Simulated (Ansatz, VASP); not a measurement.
**Two plane-wave programs on Hf**

POSCAR

```
Hf
1.0
    0.0000000000      2.3976000000      2.2200000000
    2.3976000000      0.0000000000      2.2200000000
    2.3976000000      2.3976000000      0.0000000000
Hf
1
Direct
    0.0000000000      0.0000000000      0.0000000000
```

File INCAR.step1:

```
PREC     = Accurate       # precision mode
ENCUT    = 520            # plane-wave cutoff, eV
ISMEAR   = 0              # smearing method
SIGMA    = 0.15           # smearing width, eV
LREAL    = F              # projectors in reciprocal space
LASPH    = T              # aspherical terms in the spheres
NELM     = 100            # most SCF steps
NBANDS   = 11             # bands
GGA      = PE             # functional
ALGO     = Normal         # electronic algorithm
EDIFF    = 1E-4           # SCF threshold, eV
LWAVE    = T              # write WAVECAR
LCHARG   = F              # write CHGCAR
```

INCAR.step2

```
PREC     = Accurate       # precision mode
ENCUT    = 520            # plane-wave cutoff, eV
EDIFF    = 1E-6           # SCF threshold, eV
ISMEAR   = 0              # smearing method
SIGMA    = 0.15           # smearing width, eV
LREAL    = F              # projectors in reciprocal space
LASPH    = T              # aspherical terms in the spheres
NELM     = 100            # most SCF steps
ALGO     = Normal         # electronic algorithm
ISIF     = 2              # what is computed and relaxed
LWAVE    = F              # write WAVECAR
LCHARG   = F              # write CHGCAR
METAGGA  = R2SCAN         # meta-GGA
LMIXTAU  = T            
NBANDS   = 11             # bands
ISTART   = 1
```

KPOINTS

```
regular mesh
0
Gamma
  18 18 18
```

Input for Ansatz:

```yaml
crystal:
  lattice:
    - [0.0, 2.3976, 2.22]
    - [2.3976, 0.0, 2.22]
    - [2.3976, 2.3976, 0.0]
  atoms:
    - { symbol: Hf, position: [0.0, 0.0, 0.0] }
basis:
  ecutwfc: 500
kpoints:
  mp_grid: { grid: [18, 18, 18] }
hamiltonian:
  xc: r2scan
scf:
  occupations: { method: gaussian, width: 0.15 }
output:
  forces: true
  stress: true
  eigenvalues: true
```

Change from the starting cell: strain +0.080 along x and y, +0.000 along z, atoms carried along.

Alike in both runs: task single point; functional r2SCAN; k mesh 18 × 18 × 18; occupations gaussian, width 0.15 eV; no spin polarisation.

```csv
,VASP,Ansatz
version,VASP 6.6.1,Ansatz 0.2.0
potentials or method,"VASP PAW PBE potentials, release 64 (Hf_pv), cutoff 520 eV","scalar-relativistic, plane waves, PAW"
valence electrons in the cell,10,26
```

VASP gave:

- gap on the k mesh at the Fermi level (eV): none
- pressure (GPa): -11.5
- traceless stress, the component that is largest in VASP (GPa): 2.27

Question: What did Ansatz give for the same quantities?

Answer: gap on the k mesh at the Fermi level (eV): none; pressure (GPa): -10.9; traceless stress, the component that is largest in VASP (GPa): 2.27.

VASP's potentials were made for PBE, not for r2SCAN. A gap of «none» marks a metal or a gap that the smearing closes. VASP's potentials hold 10 valence electrons a cell and Ansatz's 26, so a difference there can come from the potentials and not from the codes.

Spin-orbit coupling is off throughout.
